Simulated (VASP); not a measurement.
Here is a VASP 6.6.1 calculation.

Contents of INCAR:

```
SYSTEM = Hg
ALGO = Normal
EDIFF = 1E-7
ENCUT = 520
GGA = PS
ISIF = 2
ISMEAR = -1
LASPH = .TRUE.
LCHARG = .FALSE.
LREAL = .FALSE.
LWAVE = .FALSE.
NBANDS = 19
NELM = 100
PREC = Accurate
SIGMA = 0.08
```

The input KPOINTS:

```
k-points
0
G
  15 15 8
  0 0 0
```

The input POSCAR:

```
Hg
1.0
    2.8049720070      0.0000000000      0.0000000000
   -1.4024860035      2.4291770150      0.0000000000
    0.0000000000      0.0000000000      4.7283612548
Hg
2
Direct
    0.3333333333      0.6666666667      0.2500000000
    0.6666666667      0.3333333333      0.7500000000
```

Potentials or basis: VASP PAW PBE potentials, release 64 (Hg).

Command:

```sh
$ cat potpaw_PBE.64/Hg/POTCAR > POTCAR
$ mpirun -np 1 vasp_std > vasp.out
```

Task: What does it give for the band gap on the k mesh?

Result: Zero (band 12 reaches 7.72 eV, above the bottom of band 13 at 5.57 eV).

Task: Predict the pressure.

Result: 54.9 GPa.

Stress tensor (GPa, compression positive):
```
55.05  0.00  0.00
 0.00 55.05  0.00
 0.00  0.00 54.58
```

Caveat: the PAW data sets were made with another functional, which shifts forces and pressure a little; spin-orbit coupling is left out, which moves the levels of the heavy elements.
